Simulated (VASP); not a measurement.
A run of VASP 6.6.1 is set up as follows.

File INCAR:

```
SYSTEM = Ca
PREC = Accurate
ENCUT = 520
EDIFF = 1E-6
ISMEAR = 0
SIGMA = 0.15
LREAL = .False.
LASPH = .True.
NELM = 80
ALGO = Fast
ISIF = 2
LWAVE = .False.
LCHARG = .True.
GGA = CA
LELF = .True.
LVHAR = .True.
NBANDS = 11
```

The input KPOINTS:

```
regular mesh
0
Gamma
  14 14 14
  0 0 0
```

POSCAR

```
Ca
1.0
    3.6979757204      0.0000000000      0.0000000000
    0.0000000000      3.4886563400      0.0000000000
    0.0000000000      0.0000000000      3.4886563400
Ca
1
Direct
    0.0000000000      0.0000000000      0.0000000000
```

Potentials or basis: VASP PAW LDA potentials, release 64 (Ca_sv).

Launch:

```bash
$ cat potpaw_LDA.64/Ca_sv/POTCAR > POTCAR
$ mpirun -np 1 vasp_std > vasp.out
```

(1) What does it give for the band gap on the k mesh?

(2) What does it give for the pressure?

Answers

(1) zero (band 5 reaches 1.95 eV, above the bottom of band 6 at 0.85 eV).

(2) -1.6 GPa.

Caveat: the cell differs from its parent crystal (strain +0.0600 x Voigt [1, 0, 0, 0, 0, 0]).
